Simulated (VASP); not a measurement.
# Mg (P-1) in VASP: single point with PBEsol

Aim: the single point of Mg with PBEsol.

Everything below comes from runs of VASP 6.6.1. Logs are shortened: lines on timing, memory, paths and dates and some standing lists are left out, and cuts for length are marked.

### 1 The cell of the first run

The typed cell holds 2 atoms: a = 3.082 Å, b = 4.326 Å, c = 4.326 Å, α = 76.18°, β = 69.13°, γ = 69.13°.

### 2 Single point, PBEsol

File INCAR:

```
SYSTEM = Mg
ALGO     = Normal         ! electronic algorithm
EDIFF    = 1E-6           ! SCF threshold, eV
ENCUT    = 520            ! plane-wave cutoff, eV
GGA      = PS             ! functional
ISIF     = 2              ! what is computed and relaxed
ISMEAR   = 0              ! smearing method
LASPH    = .TRUE.         ! aspherical terms in the spheres
LCHARG   = .TRUE.         ! write CHGCAR
LELF     = .TRUE.         ! ELF
LREAL    = .FALSE.        ! projectors in reciprocal space
LVHAR    = .TRUE.       
LWAVE    = .FALSE.        ! write WAVECAR
NBANDS   = 9              ! bands
NELM     = 100            ! most SCF steps
PREC     = Accurate       ! precision mode
SIGMA    = 0.15           ! smearing width, eV
```

File KPOINTS:

```
k-points
0
G
  12 12 12
  0 0 0
```

File POSCAR:

```
Mg
1.0
    3.0817366425      0.0000000000      0.0000000000
    1.5408683213     -2.6688622201     -3.0360888843
    1.5408683212      2.6688622201     -3.0360888843
Mg
2
Direct
    0.0128260214      0.0217252776      0.0482449499
    0.4871739786      0.4782747224      0.4517550501
```

Potentials or basis: VASP PAW PBE potentials, release 64 (Mg).

Launch:

```sh
cat potpaw_PBE.64/Mg/POTCAR > POTCAR
mpirun -np 1 vasp_std > vasp.out
```

OUTCAR:

```text
SYSTEM = Mg
   EDIFF = 1E-6
   ENCUT = 520
   GGA = PS
   ISIF = 2
   ISMEAR = 0
   LASPH = .TRUE.
   LREAL = .FALSE.
   NELM = 100
   PREC = Accurate

 ion  position               nearest neighbor table
   1  0.013  0.022  0.048-   2 2.63   2 2.85   2 3.10   2 3.15   2 3.38   2 3.48
   2  0.487  0.478  0.452-   1 2.63   1 2.85   1 3.10   1 3.15   1 3.38   1 3.48

  LATTYP: Found a body centered orthorhombic cell.
 ALAT       =     3.0817366425
 B/A-ratio  =     1.7320508075
 C/A-ratio  =     1.9703753023

  Lattice vectors:

 A1 = (  -1.5408683213,   2.6688622201,   3.0360888843)
 A2 = (   1.5408683213,  -2.6688622201,   3.0360888843)
 A3 = (   1.5408683212,   2.6688622201,  -3.0360888843)

Analysis of symmetry for initial positions (statically):
=====================================================================
 Subroutine PRICEL returns:
 Original cell was already a primitive cell.

 Routine SETGRP: Setting up the symmetry group for a
 body centered orthorhombic supercell.

 Subroutine GETGRP returns: Found  2 space group operations
 (whereof  1 operations were pure point group operations)
 out of a pool of  8 trial point group operations.

The static configuration has the point symmetry C_1 .
 The point group associated with its full space group is S_2 .

Analysis of symmetry for dynamics (positions and initial velocities):
=====================================================================
 Subroutine PRICEL returns:
 Original cell was already a primitive cell.

 Routine SETGRP: Setting up the symmetry group for a
 body centered orthorhombic supercell.

 Subroutine GETGRP returns: Found  2 space group operations
 (whereof  1 operations were pure point group operations)
 out of a pool of  8 trial point group operations.

The dynamic configuration has the point symmetry C_1 .
 The point group associated with its full space group is S_2 .

 Subroutine INISYM returns: Found  2 space group operations
 (whereof  1 operations are pure point group operations),
 and found     1 'primitive' translations

----------------------------------------------------------------------------------------

                                     Primitive cell

  volume of cell :      49.9420

  direct lattice vectors                    reciprocal lattice vectors
     3.081736643  0.000000000  0.000000000     0.324492361  0.000000000  0.164685561
     1.540868321 -2.668862220 -3.036088884     0.000000000 -0.187345752 -0.164685561
     1.540868321  2.668862220 -3.036088884     0.000000000  0.187345752 -0.164685561

  length of vectors
     3.081736643  4.326076334  4.326076334     0.363890954  0.249438900  0.249438900

  position of ions in fractional coordinates (direct lattice)
     0.012826021  0.021725278  0.048244950
     0.487173979  0.478274722  0.451755050

  ion indices of the primitive-cell ions
   primitive index   ion index
                 1           1
                 2           2

----------------------------------------------------------------------------------------

 KPOINTS: k-points

Automatic generation of k-mesh.
 Grid dimensions read from file:
 generate k-points for:   12   12   12

 Generating k-lattice:

  Cartesian coordinates                     Fractional coordinates (reciprocal lattice)
     0.027041030  0.000000000  0.013723797     0.083333333 -0.000000000  0.000000000
     0.000000000 -0.015612146 -0.013723797     0.000000000  0.083333333  0.000000000
     0.000000000  0.015612146 -0.013723797     0.000000000  0.000000000  0.083333333

  Length of vectors
     0.030324246  0.020786575  0.020786575

  Shift w.r.t. Gamma in fractional coordinates (k-lattice)
     0.000000000  0.000000000  0.000000000

 Subroutine IBZKPT returns following result:
 ===========================================

 Found    868 irreducible k-points:

 Following reciprocal coordinates:
            Coordinates               Weight
  0.000000  0.000000  0.000000      1.000000
  0.083333  0.000000  0.000000      2.000000
  0.083333  0.083333  0.083333      2.000000
  0.166667  0.000000  0.000000      2.000000
  0.166667  0.166667  0.166667      2.000000
  0.250000  0.000000  0.000000      2.000000
[... 16 lines left out ...]
  0.250000  0.166667  0.250000      2.000000
 -0.250000 -0.000000 -0.083333      2.000000
 [... further k-points ...]
   k-points           NKPTS =    868   k-points in BZ     NKDIM =    868   number of bands    NBANDS=      9
   number of dos      NEDOS =    301   number of ions     NIONS =      2
   total plane-waves  NPLWV =  24576
   dimension x,y,z NGX =    24 NGY =   32 NGZ =   32
   dimension x,y,z NGXF=    48 NGYF=   64 NGZF=   64
   ions per type =               2
   NGX,Y,Z   is equivalent  to a cutoff of  12.95, 12.30, 12.30 a.u.
   NGXF,Y,Z  is equivalent  to a cutoff of  25.89, 24.59, 24.59 a.u.
 SYSTEM =  Mg
   PREC   = accura    normal or accurate (medium, high low for compatibility)
   ISTART =      0    job   : 0-new  1-cont  2-samecut
   ICHARG =      2    charge: 1-file 2-atom 10-const
   ISPIN  =      1    spin polarized calculation?
   LNONCOLLINEAR =      F non collinear calculations
   LSORBIT =      F    spin-orbit coupling
   LASPH  =      T    aspherical Exc in radial PAW
   ENCUT  =  520.0 eV  38.22 Ry    6.18 a.u.   5.73  8.04  8.04*2*pi/ulx,y,z
   NELM   =    100;   NELMIN=  2; NELMDL= -5     # of ELM steps
   EDIFF  = 0.1E-05   stopping-criterion for ELM
   LREAL  =      F    real-space projection
   EDIFFG = 0.1E-04   stopping-criterion for IOM
   NSW    =      0    number of steps for IOM
   IBRION =     -1    ionic relax: 0-MD 1-quasi-New 2-CG
   NFREE  =      0    steps in history (QN), initial steepest desc. (CG)
   ISIF   =      2    stress and relaxation
   ISYM   =      2    0-nonsym 1-usesym 2-fastsym
   POTIM  = 0.5000    time-step for ionic-motion
   TEBEG  =    0.0;   TEEND  =   0.0 temperature during run
   PSTRESS=    0.0 pullay stress
   NELECT =       4.0000    total number of electrons
   NUPDOWN=      -1.0000    fix difference up-down
   EMIN   =  10.00;   EMAX   =-10.00  energy-range for DOS
   EFERMI =   0.00;   METHOD = LEGACY
   ISMEAR =     0;   SIGMA  =   0.15  broadening in eV -4-tet -1-fermi 0-gaus
   EFERMI_NEDOS =   21; number of points for ismear=-14 and -15
   IALGO  =     38    algorithm
   IMIX   =      4    mixing-type and parameters
     AMIX     =   0.40;   BMIX     =  1.00
     AMIX_MAG =   1.60;   BMIX_MAG =  1.00
  volume/ion in A,a.u.               =      24.97       168.51
  Fermi-wavevector in a.u.,A,eV,Ry     =   0.705677  1.333537  6.775434  0.497980
  Thomas-Fermi vector in A             =   1.791253
   LORBIT       =      0    0 simple, 1 ext, 2 COOP (PROOUT), +10 PAW based schemes
   GGA     = PS    functional components
   LHFCALC =     F    Hartree Fock is set to
   AEXX    =    0.0000 exact exchange contribution
   IVDW    =     0    specifies the selected vdW correction
   LEPSILON=     F    determine dielectric tensor
   LRPA    =     F    only Hartree local field effects (RPA)
 non-spin polarized calculation
 Gauss-broadening in eV      SIGMA  =   0.15
  energy-cutoff  :      520.00
  volume of cell :       49.94
 maximum number of plane-waves:      1364
   NGX = 11   NGY = 17   NGZ = 17

 number of electron       4.0000000 magnetization

 Free energy of the ion-electron system (eV)
  ---------------------------------------------------
  ext. energy  EPLUGINS =         0.00000000
  ---------------------------------------------------
  free energy    TOTEN  =        -2.70039802 eV

  energy without entropy =       -2.68919726  energy(sigma->0) =       -2.69479764

 E-fermi :   2.1372     XC(G=0):  -8.2374

 val. band max:        2.1360295413   @ k =   0.5000  -0.2500   0.4167
 cond. band min:       2.1389408277   @ k =  -0.3333   0.5000  -0.4167
 fundamental gap:      0.0029112864
 Fermi energy:         2.1371502477

 k-point     1 :       0.0000    0.0000    0.0000
  band No.  band energies     occupation
      1      -4.4608      2.00000
      2       3.7129      0.00000
      3       4.4171      0.00000
      4       5.0141      0.00000
      5       5.1905      0.00000
      6      10.4184      0.00000
      7      11.0153      0.00000
      8      13.3735      0.00000
      9      13.7772      0.00000

 k-point     2 :       0.0833    0.0000    0.0000
  band No.  band energies     occupation
      1      -4.3226      2.00000
      2       3.5840      0.00000
      3       4.1976      0.00000
      4       5.4137      0.00000
      5       5.5888      0.00000
      6       9.6620      0.00000
      7      11.3746      0.00000
      8      12.1583      0.00000
      9      12.4463      0.00000

 k-point     3 :       0.0833    0.0833    0.0833
  band No.  band energies     occupation
      1      -4.3226      2.00000
      2       3.5836      0.00000
      3       4.1836      0.00000
      4       5.4124      0.00000
      5       5.6227      0.00000
      6       9.6046      0.00000
      7      11.1330      0.00000
      8      12.2873      0.00000
      9      12.7447      0.00000

 k-point     4 :       0.1667    0.0000    0.0000
  band No.  band energies     occupation
      1      -3.9090      2.00000
      2       3.4509      0.00000
      3       3.9960      0.00000
      4       6.2151      0.00000
      5       6.3208      0.00000
      6       8.8026      0.00000
      7       9.4017      0.00000
      8      10.8271      0.00000
      9      11.1666      0.00000
[... 205 lines left out ...]
 k-point    22 :       0.2500    0.0833    0.0000
  band No.  band energies     occupation
      1      -3.3272      2.00000
      2       3.4640      0.00000
      3       4.8794      0.00000
      4       5.7573      0.00000
      5       6.9991      0.00000
      6       7.9777      0.00000
      7       8.4234      0.00000
      8       9.2882      0.00000
      9      10.1203      0.00000

 k-point    23 :       0.2500    0.1667    0.2500
  band No.  band energies     occupation
      1      -3.3269      2.00000
      2       3.4595      0.00000
      3       4.8232      0.00000
      4       5.9377      0.00000
      5       6.9632      0.00000
      6       7.7140      0.00000
      7       8.4074      0.00000
      8       9.3036      0.00000
      9      10.0087      0.00000

 k-point    24 :      -0.2500   -0.0000   -0.0833
  band No.  band energies     occupation
      1      -3.3255      2.00000
      2       3.4008      0.00000
      3       5.0086      0.00000
      4       5.7314      0.00000
      5       6.8805      0.00000
      6       8.2265      0.00000
      7       8.4675      0.00000
      8       8.9866      0.00000
      9      10.2058      0.00000

 [... further k-points ...]
[... 5 lines left out ...]
  --------------------------------------------------------------------------------------
  -------------------------------------------------------------------------------------
  Total       -0.1298312      0.2335666      1.5838420      0.2841323      0.3700279      0.5741272
  in kB       -4.1650819      7.4929914     50.8108281      9.1151759     11.8707690     18.4184275
  external PRESSURE =      18.0462459 kB  Pullay stress =       0.0000000 kB

 VOLUME and BASIS-vectors are now :
 -----------------------------------------------------------------------------
  energy-cutoff  :      520.00
  volume of cell :       49.94
      direct lattice vectors                 reciprocal lattice vectors
     3.081736643  0.000000000  0.000000000     0.324492361  0.000000000  0.164685561
     1.540868321 -2.668862220 -3.036088884     0.000000000 -0.187345752 -0.164685561
     1.540868321  2.668862220 -3.036088884     0.000000000  0.187345752 -0.164685561

 POSITION                                       TOTAL-FORCE (eV/Angst)
 -----------------------------------------------------------------------------------
      0.14734      0.07078     -0.21244        -0.104470     -0.366297      1.131893
      2.93440     -0.07078     -2.82365         0.104470      0.366297     -1.131893
 -----------------------------------------------------------------------------------
    total drift:                               -0.000000     -0.000000      0.000000

  FREE ENERGIE OF THE ION-ELECTRON SYSTEM (eV)
  ---------------------------------------------------
  free  energy   TOTEN  =        -2.7003980181 eV

  energy  without entropy=       -2.6891972634  energy(sigma->0) =       -2.69479764
```

It took 2.4 min on 1 thread of Intel Xeon Platinum 8259CL at 2.50GHz (Skylake/Cascade Lake), shared host; peak memory 0.47 GiB.

Results:

```yaml
Free_energy: -2.7004 eV
Pressure: 1.8 GPa
Largest_force: 1.194 eV/Å
Band_gap_on_the_k_mesh: zero (band 2 reaches 5.18 eV, above the bottom of band 3 at 0.08 eV)
```

Forces on the atoms (eV/Å):
```
Mg  -0.104 -0.366  1.132
Mg   0.104  0.366 -1.132
```

Stress tensor (GPa, compression positive):
```
-0.42  0.91  1.84
 0.91  0.75  1.19
 1.84  1.19  5.08
```

Caveat: the PAW data sets were made with another functional, which shifts forces and pressure a little.
